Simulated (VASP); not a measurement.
A run of VASP 6.6.1 is set up as follows.

The input INCAR:

```
ALGO = Normal ; EDIFF = 1E-7
ENCUT = 520 ; ISIF = 2
ISMEAR = 0 ; LASPH = True
LCHARG = False ; LREAL = False
LWAVE = False ; NBANDS = 11
NELM = 60 ; PREC = Accurate
SIGMA = 0.01
```

The input KPOINTS:

```
k-points
0
Gamma
  8 8 8
```

Contents of POSCAR:

```
BP
1.0
    0.0000000000      2.2453831324      2.2566100481
    2.2453831324      0.0000000000      2.2566100481
    2.2453831324      2.2453831324      0.0000000000
B P
1 1
Direct
    0.0000000000      0.0000000000      0.0000000000
    0.7500000000      0.7500000000      0.7500000000
```

Potentials or basis: VASP PAW LDA potentials, release 64 (B, P).

Launch:

```console
$ cat potpaw_LDA.64/B/POTCAR potpaw_LDA.64/P/POTCAR > POTCAR
$ mpirun -np 1 vasp_std > vasp.out
```

Question: What does it give for the band gap on the k mesh?

Answer: 1.15 eV, indirect (least direct gap 3.39 eV).

Question: What does it give for the pressure?

Answer: -1.0 GPa.

Stress tensor (GPa, compression positive):
```
-0.54  0.00  0.00
 0.00 -0.54  0.00
 0.00  0.00 -1.91
```

Caveat: the cell differs from its parent crystal (z stretched by +0.5 %, x and y held). A k mesh can miss the band edges.
